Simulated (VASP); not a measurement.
# C (P1) in VASP: notebook

The runs below take C through single point, with PBE+D3(BJ).

All numbers are computed with VASP 6.6.1; they aren't measurements. Logs are shortened: lines on timing, memory, paths and dates and some standing lists are left out, and cuts for length are marked.

**1. The cell of the first run**

The typed cell holds 12 atoms: a = 2.465 Å, b = 2.465 Å, c = 20.606 Å, α = 90.00°, β = 90.00°, γ = 120.00°.

**2. Single point, PBE+D3(BJ) (atom 1 (C) moved +0.013 Å towards its neighbour atom 1 (C) at 2.465 Å)**

File INCAR:

```
SYSTEM = C
PREC     = Accurate       ! precision mode
ENCUT    = 520            ! plane-wave cutoff, eV
EDIFF    = 1E-6           ! SCF threshold, eV
ISMEAR   = 0              ! smearing method
SIGMA    = 0.15           ! smearing width, eV
LREAL    = .False.        ! projectors in reciprocal space
LASPH    = .True.         ! aspherical terms in the spheres
NELM     = 100            ! most SCF steps
ALGO     = Fast           ! electronic algorithm
ISIF     = 2              ! what is computed and relaxed
LWAVE    = .False.        ! write WAVECAR
LCHARG   = .False.        ! write CHGCAR
GGA      = PE             ! functional
IVDW     = 12             ! dispersion correction
NBANDS   = 36             ! bands
```

File KPOINTS:

```
Automatic mesh
0
Gamma
  18 18 2
  0 0 0
```

File POSCAR:

```
C
1.0
    2.4648840281      0.0000000000      0.0000000000
   -1.2324420141      2.1346521857      0.0000000000
    0.0000000000      0.0000000000     20.6060947640
C
12
Direct
    0.6615954342      0.3282621008      0.9519899901
    0.6666666667      0.3333333333      0.4520101828
    0.6666666667      0.3333333333      0.7793231472
    0.6666666667      0.3333333333      0.2793433400
    0.0000000000      0.0000000000      0.6156666650
    0.3333333333      0.6666666667      0.2793231472
    0.0000000000      0.0000000000      0.1156666650
    0.6666666667      0.3333333333      0.6156666650
    0.3333333333      0.6666666667      0.7793433400
    0.3333333333      0.6666666667      0.1156666650
    0.3333333333      0.6666666667      0.4519899901
    0.3333333333      0.6666666667      0.9520101828
```

Potentials or basis: VASP PAW PBE potentials, release 64 (C).

Started as:

```sh
$ cat potpaw_PBE.64/C/POTCAR > POTCAR
$ mpirun -np 1 vasp_std > vasp.out
```

OUTCAR:

```text
SYSTEM = C
   PREC = Accurate
   ENCUT = 520
   EDIFF = 1E-6
   ISMEAR = 0
   LREAL = .False.
   LASPH = .True.
   NELM = 100
   ISIF = 2
   GGA = PE
   IVDW = 12
 IVDW          = 12

 ion  position               nearest neighbor table
   1  0.662  0.328  0.952-  12 1.41  12 1.42  12 1.43
   2  0.667  0.333  0.452-  11 1.42  11 1.42  11 1.42
   3  0.667  0.333  0.779-   9 1.42   9 1.42   9 1.42
   4  0.667  0.333  0.279-   6 1.42   6 1.42   6 1.42
   5  0.000  0.000  0.616-   8 1.42   8 1.42   8 1.42
   6  0.333  0.667  0.279-   4 1.42   4 1.42   4 1.42
   7  0.000  0.000  0.116-  10 1.42  10 1.42  10 1.42
   8  0.667  0.333  0.616-   5 1.42   5 1.42   5 1.42
   9  0.333  0.667  0.779-   3 1.42   3 1.42   3 1.42
  10  0.333  0.667  0.116-   7 1.42   7 1.42   7 1.42
  11  0.333  0.667  0.452-   2 1.42   2 1.42   2 1.42
  12  0.333  0.667  0.952-   1 1.41   1 1.42   1 1.43

  LATTYP: Found a hexagonal cell.
 ALAT       =     2.4648840281
 C/A-ratio  =     8.3598638026

  Lattice vectors:

 A1 = (   2.4648840281,   0.0000000000,   0.0000000000)
 A2 = (  -1.2324420141,   2.1346521857,   0.0000000000)
 A3 = (   0.0000000000,   0.0000000000,  20.6060947640)

Analysis of symmetry for initial positions (statically):
=====================================================================
 Subroutine PRICEL returns:
 Original cell was already a primitive cell.

 Routine SETGRP: Setting up the symmetry group for a
 hexagonal supercell.

 Subroutine GETGRP returns: Found  1 space group operations
 (whereof  1 operations were pure point group operations)
 out of a pool of 24 trial point group operations.

The static configuration has the point symmetry C_1 .

Analysis of symmetry for dynamics (positions and initial velocities):
=====================================================================
 Subroutine PRICEL returns:
 Original cell was already a primitive cell.

 Routine SETGRP: Setting up the symmetry group for a
 hexagonal supercell.

 Subroutine GETGRP returns: Found  1 space group operations
 (whereof  1 operations were pure point group operations)
 out of a pool of 24 trial point group operations.

The dynamic configuration has the point symmetry C_1 .

 Subroutine INISYM returns: Found  1 space group operations
 (whereof  1 operations are pure point group operations),
 and found     1 'primitive' translations

----------------------------------------------------------------------------------------

                                     Primitive cell

  volume of cell :     108.4225

  direct lattice vectors                    reciprocal lattice vectors
     2.464884028  0.000000000  0.000000000     0.405698600  0.234230196  0.000000000
    -1.232442014  2.134652186  0.000000000     0.000000000  0.468460392  0.000000000
     0.000000000  0.000000000 20.606094764     0.000000000  0.000000000  0.048529331

  length of vectors
     2.464884028  2.464884028 20.606094764     0.468460392  0.468460392  0.048529331

  position of ions in fractional coordinates (direct lattice)
     0.661595434  0.328262101  0.951989990
     0.666666667  0.333333333  0.452010183
     0.666666667  0.333333333  0.779323147
     0.666666667  0.333333333  0.279343340
     0.000000000  0.000000000  0.615666665
     0.333333333  0.666666667  0.279323147
     0.000000000  0.000000000  0.115666665
     0.666666667  0.333333333  0.615666665
     0.333333333  0.666666667  0.779343340
     0.333333333  0.666666667  0.115666665
     0.333333333  0.666666667  0.451989990
     0.333333333  0.666666667  0.952010183

  ion indices of the primitive-cell ions
   primitive index   ion index
                 1           1
                 2           2
                 3           3
                 4           4
                 5           5
                 6           6
                 7           7
                 8           8
                 9           9
                10          10
                11          11
                12          12

----------------------------------------------------------------------------------------

 KPOINTS: Automatic mesh

Automatic generation of k-mesh.
 Grid dimensions read from file:
 generate k-points for:   18   18    2

 Generating k-lattice:

  Cartesian coordinates                     Fractional coordinates (reciprocal lattice)
     0.022538811  0.013012789  0.000000000     0.055555556  0.000000000  0.000000000
     0.000000000  0.026025577  0.000000000     0.000000000  0.055555556  0.000000000
     0.000000000  0.000000000  0.024264666     0.000000000  0.000000000  0.500000000

  Length of vectors
     0.026025577  0.026025577  0.024264666

  Shift w.r.t. Gamma in fractional coordinates (k-lattice)
     0.000000000  0.000000000  0.000000000

 Subroutine IBZKPT returns following result:
 ===========================================

 Found    328 irreducible k-points:

 Following reciprocal coordinates:
            Coordinates               Weight
  0.000000  0.000000  0.000000      1.000000
  0.055556 -0.000000  0.000000      2.000000
  0.000000  0.055556  0.000000      2.000000
 -0.055556  0.055556  0.000000      2.000000
  0.111111 -0.000000  0.000000      2.000000
  0.000000  0.111111  0.000000      2.000000
[... 16 lines left out ...]
  0.444444  0.000000  0.000000      2.000000
  0.000000  0.444444  0.000000      2.000000
 [... further k-points ...]
   k-points           NKPTS =    328   k-points in BZ     NKDIM =    328   number of bands    NBANDS=     36
   number of dos      NEDOS =    301   number of ions     NIONS =     12
   total plane-waves  NPLWV =  51840
   dimension x,y,z NGX =    18 NGY =   18 NGZ =  160
   dimension x,y,z NGXF=    36 NGYF=   36 NGZF=  320
   ions per type =              12
   NGX,Y,Z   is equivalent  to a cutoff of  12.14, 12.14, 12.91 a.u.
   NGXF,Y,Z  is equivalent  to a cutoff of  24.28, 24.28, 25.82 a.u.
 SYSTEM =  C
   PREC   = accura    normal or accurate (medium, high low for compatibility)
   ISTART =      0    job   : 0-new  1-cont  2-samecut
   ICHARG =      2    charge: 1-file 2-atom 10-const
   ISPIN  =      1    spin polarized calculation?
   LNONCOLLINEAR =      F non collinear calculations
   LSORBIT =      F    spin-orbit coupling
   LASPH  =      T    aspherical Exc in radial PAW
   ENCUT  =  520.0 eV  38.22 Ry    6.18 a.u.   4.58  4.58 38.31*2*pi/ulx,y,z
   NELM   =    100;   NELMIN=  2; NELMDL= -5     # of ELM steps
   EDIFF  = 0.1E-05   stopping-criterion for ELM
   LREAL  =      F    real-space projection
   EDIFFG = 0.1E-04   stopping-criterion for IOM
   NSW    =      0    number of steps for IOM
   IBRION =     -1    ionic relax: 0-MD 1-quasi-New 2-CG
   NFREE  =      0    steps in history (QN), initial steepest desc. (CG)
   ISIF   =      2    stress and relaxation
   ISYM   =      2    0-nonsym 1-usesym 2-fastsym
   POTIM  = 0.5000    time-step for ionic-motion
   TEBEG  =    0.0;   TEEND  =   0.0 temperature during run
   PSTRESS=    0.0 pullay stress
   NELECT =      48.0000    total number of electrons
   NUPDOWN=      -1.0000    fix difference up-down
   EMIN   =  10.00;   EMAX   =-10.00  energy-range for DOS
   EFERMI =   0.00;   METHOD = LEGACY
   ISMEAR =     0;   SIGMA  =   0.15  broadening in eV -4-tet -1-fermi 0-gaus
   EFERMI_NEDOS =   21; number of points for ismear=-14 and -15
   IALGO  =     68    algorithm
   IMIX   =      4    mixing-type and parameters
     AMIX     =   0.40;   BMIX     =  1.00
     AMIX_MAG =   1.60;   BMIX_MAG =  1.00
  volume/ion in A,a.u.               =       9.04        60.97
  Fermi-wavevector in a.u.,A,eV,Ry     =   1.247715  2.357840 21.181459  1.556793
  Thomas-Fermi vector in A             =   2.381835
   LORBIT       =      0    0 simple, 1 ext, 2 COOP (PROOUT), +10 PAW based schemes
   GGA     = PE    functional components
   LHFCALC =     F    Hartree Fock is set to
   AEXX    =    0.0000 exact exchange contribution
   IVDW    =    12    specifies the selected vdW correction
   LEPSILON=     F    determine dielectric tensor
   LRPA    =     F    only Hartree local field effects (RPA)
 non-spin polarized calculation
 RMM-DIIS sequential band-by-band and
 Gauss-broadening in eV      SIGMA  =   0.15
  energy-cutoff  :      520.00
  volume of cell :      108.42
 maximum number of plane-waves:      2962
   NGX =  9   NGY =  9   NGZ = 77

 number of electron      47.9999986 magnetization

 Free energy of the ion-electron system (eV)
  ---------------------------------------------------
  ext. energy  EPLUGINS =         0.00000000
  ---------------------------------------------------
  free energy    TOTEN  =      -110.54698162 eV

  energy without entropy =     -110.54470358  energy(sigma->0) =     -110.54584260

 E-fermi :   4.4764     XC(G=0): -10.1560

 val. band max:        4.4759888164   @ k =   0.3333   0.3333   0.0000
 cond. band min:       4.4824367051   @ k =   0.3333   0.3333   0.5000
 fundamental gap:      0.0064478887
 Fermi energy:         4.4763808233

 k-point     1 :       0.0000    0.0000    0.0000
  band No.  band energies     occupation
      1     -15.1551      2.00000
      2     -15.1098      2.00000
      3     -15.0778      2.00000
      4     -14.9838      2.00000
      5     -14.9478      2.00000
      6     -14.8988      2.00000
[... 28 lines left out ...]
     35      12.8434      0.00000
     36      12.9545      0.00000

 k-point     2 :       0.0556   -0.0000    0.0000
  band No.  band energies     occupation
      1     -15.0815      2.00000
      2     -15.0363      2.00000
      3     -15.0046      2.00000
      4     -14.9109      2.00000
      5     -14.8751      2.00000
      6     -14.8263      2.00000
[... 850 lines left out ...]
 k-point    24 :       0.0000    0.4444    0.0000
  band No.  band energies     occupation
      1     -10.6252      2.00000
      2     -10.5909      2.00000
      3     -10.5709      2.00000
      4     -10.5009      2.00000
      5     -10.4786      2.00000
      6     -10.4427      2.00000
[... 28 lines left out ...]
     35      12.0253      0.00000
     36      12.0934      0.00000

 [... further k-points ...]

------------------------ aborting loop because EDIFF is reached ----------------------------------------

 Edisp (eV)   -1.82530

 E8    (eV) :    -0.5157

  FORCE on cell =-STRESS in cart. coord.  units (eV):
  Direction    XX          YY          ZZ          XY          YZ          ZX
  --------------------------------------------------------------------------------------
  -------------------------------------------------------------------------------------
  Total       0.35239     0.61148    -0.05582    -0.07270    -0.00153    -0.00081
  in kB       5.20729     9.03599    -0.82481    -1.07427    -0.02266    -0.01195
  external pressure =        4.47 kB  Pullay stress =        0.00 kB

 VOLUME and BASIS-vectors are now :
 -----------------------------------------------------------------------------
  energy-cutoff  :      520.00
  volume of cell :      108.42
      direct lattice vectors                 reciprocal lattice vectors
     2.464884028  0.000000000  0.000000000     0.405698600  0.234230196  0.000000000
    -1.232442014  2.134652186  0.000000000     0.000000000  0.468460392  0.000000000
     0.000000000  0.000000000 20.606094764     0.000000000  0.000000000  0.048529331

 POSITION                                       TOTAL-FORCE (eV/Angst)
 -----------------------------------------------------------------------------------
      1.22619      0.70073     19.61680         0.326921      0.586324     -0.000131
      1.23244      0.71155      9.31416         0.000006      0.000010     -0.000177
      1.23244      0.71155     16.05881         0.003310      0.005900      0.000047
      1.23244      0.71155      5.75618        -0.000017     -0.000029      0.000184
      0.00000      0.00000     12.68649        -0.000021     -0.000039     -0.000003
     -0.00000      1.42310      5.75576         0.000031      0.000053      0.000076
      0.00000      0.00000      2.38344         0.000254      0.000601     -0.000016
      1.23244      0.71155     12.68649         0.000030      0.000049      0.000069
     -0.00000      1.42310     16.05922        -0.003167     -0.005651      0.000121
     -0.00000      1.42310      2.38344        -0.000327     -0.000766      0.000133
     -0.00000      1.42310      9.31375         0.000006      0.000011     -0.000135
     -0.00000      1.42310     19.61721        -0.327024     -0.586461     -0.000166
 -----------------------------------------------------------------------------------
    total drift:                               -0.000076     -0.000129     -0.000021

  FREE ENERGIE OF THE ION-ELECTRON SYSTEM (eV)
  ---------------------------------------------------
  free  energy   TOTEN  =      -112.3722835337 eV

  energy  without entropy=     -112.3700054905  energy(sigma->0) =     -112.37114451
```

Run time: 30 min. Hardware: 1 thread of Oxide Virtual Turin-like, shared host; peak memory 0.81 GiB.

Results:

```yaml
Free_energy: -112.3723 eV
Pressure: 0.4 GPa
Largest_force: 0.671 eV/Å
Band_gap_on_the_k_mesh: zero (filled and empty bands touch)
Dispersion_energy_per_atom: -0.152 eV
```

Forces in eV/Å, atoms in the order of the input:
```
C    0.327  0.586  0.000
C    0.000  0.000  0.000
C    0.003  0.006  0.000
C    0.000  0.000  0.000
C    0.000  0.000  0.000
C    0.000  0.000  0.000
C    0.000  0.001  0.000
C    0.000  0.000  0.000
C   -0.003 -0.006  0.000
C    0.000 -0.001  0.000
C    0.000  0.000  0.000
C   -0.327 -0.586  0.000
```

Caveat: the cell differs from its parent crystal (atom 1 (C) moved +0.013 Å towards its neighbour atom 1 (C) at 2.465 Å).

**3. Single point, PBE+D3(BJ) (atom 1 (C) moved +0.075 Å towards its neighbour atom 1 (C) at 2.465 Å)**

File INCAR:

```
SYSTEM = C
ALGO = Fast
EDIFF = 1E-6
ENCUT = 520
GGA = PE
ISIF = 2
ISMEAR = 0
IVDW = 12
LASPH = .TRUE.
LCHARG = .FALSE.
LREAL = .FALSE.
LWAVE = .FALSE.
NBANDS = 36
NELM = 80
PREC = Accurate
SIGMA = 0.15
```

File KPOINTS:

```
k-points
0
G
  18 18 2
  0 0 0
```

POSCAR, as its differences from that of step 2:

```diff
@@ -8,3 +8,3 @@
 Direct
-    0.6615954342      0.3282621008      0.9519899901
+    0.6362392716      0.3029059383      0.9519899901
     0.6666666667      0.3333333333      0.4520101828
```

Potentials or basis: VASP PAW PBE potentials, release 64 (C).

Started as:

```sh
$ cat potpaw_PBE.64/C/POTCAR > POTCAR
$ mpirun -np 1 vasp_std > vasp.out
```

It took 25 min on 1 thread of Oxide Virtual Turin-like, shared host; peak memory 0.8 GiB.

The run converged. Its results:

| Item | Value |
| --- | --- |
| Free energy | -112.2249 eV |
| Pressure | 0.8 GPa |
| Largest force | 4.067 eV/Å |
| Band gap on the k mesh | zero (filled and empty bands touch) |
| Dispersion energy per atom | -0.152 eV |

Forces in eV/Å, atoms in the order of the input:
```
C    1.711  3.689  0.000
C    0.000  0.000 -0.001
C    0.010  0.022 -0.001
C    0.000  0.000  0.001
C    0.000  0.000  0.000
C    0.000  0.000 -0.001
C    0.000  0.004  0.000
C    0.000  0.000  0.001
C   -0.009 -0.021  0.000
C   -0.001 -0.006  0.003
C    0.000  0.000  0.000
C   -1.712 -3.689 -0.001
```

Stress tensor (GPa, compression positive):
```
 0.08 -0.60 -0.01
-0.60  2.53 -0.02
-0.01 -0.02 -0.09
```

Levels at points of the mesh, in eV from the Fermi level:
```tsv
k point	band 21	band 22	band 23	band 24	band 25	band 26	band 27	band 28
(0.00, 0.00, 0.00)	-3.01	-3.00	-3.00	-1.83	4.10	5.15	5.44	6.89
(0.50, 0.00, 0.00)	-2.55	-2.28	-2.18	-2.01	1.33	1.50	1.64	1.89
(0.00, 0.50, 0.00)	-2.47	-2.23	-2.04	-1.74	0.86	1.33	1.59	1.80
(0.50, 0.50, 0.00)	-2.54	-2.24	-2.11	-1.99	1.32	1.36	1.61	1.88
(0.00, 0.00, 0.50)	-3.01	-3.00	-3.00	-1.83	4.41	4.42	6.57	6.89
(0.50, 0.00, 0.50)	-2.46	-2.38	-2.12	-2.02	1.33	1.48	1.71	1.81
(0.00, 0.50, 0.50)	-2.38	-2.29	-2.02	-1.74	0.86	1.33	1.63	1.72
(0.50, 0.50, 0.50)	-2.38	-2.38	-2.04	-2.02	1.33	1.34	1.71	1.72
```

Caveat: the cell differs from its parent crystal (atom 1 (C) moved +0.075 Å towards its neighbour atom 1 (C) at 2.465 Å); forces of over 1 eV/Å act on the atoms, so gaps and moduli don't describe the material at rest.
